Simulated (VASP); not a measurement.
Input of a VASP 6.6.1 run:

The input INCAR:

```
SYSTEM = CoH4
PREC = Accurate
ENCUT = 520
EDIFF = 1E-6
ISMEAR = 0
SIGMA = 0.1
LREAL = .FALSE.
LASPH = .TRUE.
NELM = 80
ALGO = Normal
ISIF = 2
LWAVE = .FALSE.
LCHARG = .TRUE.
GGA = PE
LELF = .TRUE.
LVHAR = .TRUE.
NBANDS = 24
```

File KPOINTS:

```
regular mesh
0
G
  6 6 2
  0 0 0
```

The input POSCAR:

```
CoH4
1.0
    2.5592864656      0.0977614361      0.0006127126
   -0.0952927730      2.5593528379      0.0007277426
   -0.3811934908     -0.3930586377      9.7506004048
Co H
2 8
Direct
    0.2481235627      0.2270541169      0.7499225414
    0.7518764373      0.7729458831      0.2500774586
    0.2640818862      0.7420251924      0.8523657365
    0.2675649384      0.7881976731      0.3525199048
    0.2361843258      0.7577190370      0.1476425327
    0.2321630125      0.7120636363      0.6474869539
    0.7359181138      0.2579748076      0.1476342635
    0.7324350616      0.2118023269      0.6474800952
    0.7638156742      0.2422809630      0.8523574673
    0.7678369875      0.2879363637      0.3525130461
```

Potentials or basis: VASP PAW PBE potentials, release 64 (Co, H).

Run with:

```bash
$ cat potpaw_PBE.64/Co/POTCAR potpaw_PBE.64/H/POTCAR > POTCAR
$ mpirun -np 1 vasp_std > vasp.out
```

Estimate the band gap on the k mesh.

zero (band 13 reaches 3.86 eV, above the bottom of band 14 at 1.26 eV).

What does it give for the largest force?

0.003 eV/Å.

Predict the pressure.

-0.3 GPa.

Forces on the atoms (eV/Å):
```
Co   0.000  0.000  0.000
Co   0.000  0.000  0.000
H    0.000  0.000  0.003
H    0.000  0.000  0.003
H    0.000  0.000 -0.003
H    0.000  0.000 -0.003
H    0.000  0.000 -0.003
H    0.000  0.000 -0.003
H    0.000  0.000  0.003
H    0.000  0.000  0.003
```

Caveat: the k points lie up to 0.41 Å⁻¹ apart. Spin polarisation is off, so any magnetic state and its effect on volume and gap are missing.
